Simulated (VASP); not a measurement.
NaSi48C48 (a cell with a defect), 97 atoms in the cell. The cell holds a defect, 97 atoms: a = 10.718 Å, b = 10.718 Å, c = 10.129 Å, α = 90.00°, β = 90.00°, γ = 120.00°. 

- Program: VASP 6.6.1
- Task: single point
- Functional: PBE
- Potentials or basis: VASP PAW PBE potentials, release 64 (Si, C, Na_pv)
- Cutoff: 520 eV
- k mesh: 1 × 1 × 1, shifted
- Occupations: fermi-dirac, width 0.01 eV
- Spin: no spin polarisation
- Dipole correction: no
- Charge: 1
- Further INCAR settings: LREAL = Auto; ALGO = Normal; EDIFF = 1e-06; NBANDS = 250; NELECT = 390.0

Potentials or basis: VASP PAW PBE potentials, release 64 (Si, C, Na_pv).

Command:

```bash
$ cat potpaw_PBE.64/Si/POTCAR potpaw_PBE.64/C/POTCAR potpaw_PBE.64/Na_pv/POTCAR > POTCAR
$ mpirun -np 1 vasp_std > vasp.out
```

Hardware: 1 thread of Intel(R) Xeon(R) Platinum 8175M CPU @ 2.50GHz (Skylake/Cascade Lake), with other jobs on the host.

How long does it take, and how much memory?

Wall time 59 min on 1 thread of Intel(R) Xeon(R) Platinum 8175M CPU @ 2.50GHz (Skylake/Cascade Lake), on a shared host, peak memory 1.6 GiB. Counts: scf iterations 17, k points 6.
